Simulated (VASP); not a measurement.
Here is a VASP 6.6.1 calculation.

The input INCAR:

```
  ALGO = Normal
  EDIFF = 1E-6
  ENCUT = 600
  GGA = PE
  GGA_COMPAT = False
  ISIF = 2
  ISMEAR = 0
  LASPH = True
  LCHARG = False
  LREAL = False
  LWAVE = False
  NBANDS = 16
  NELM = 120
  PREC = Accurate
  SIGMA = 0.1
```

File KPOINTS:

```
k-points
0
Gamma
  6 6 4
```

POSCAR

```
AlN
1.0
    3.1285882000      0.0000000000      0.0000000000
   -1.5642941000      2.7094368900      0.0000000000
    0.0000000000      0.0000000000      5.0169549000
Al N
2 2
Direct
    0.6666666900      0.3333333400      0.4992870100
    0.3333333400      0.6666666900      0.9992870100
    0.6666666900      0.3333333400      0.8807129900
    0.3333333400      0.6666666900      0.3807129900
```

Potentials or basis: VASP PAW PBE potentials, release 64 (Al, N).

The run is started by

```console
$ cat potpaw_PBE.64/Al/POTCAR potpaw_PBE.64/N/POTCAR > POTCAR
$ mpirun -np 1 vasp_std > vasp.out
```

(1) Predict the largest force.

(2) Estimate the pressure.

(3) What does it give for the band gap on the k mesh?

Results:

(1) 0.004 eV/Å.

(2) -0.1 GPa.

(3) 4.06 eV.
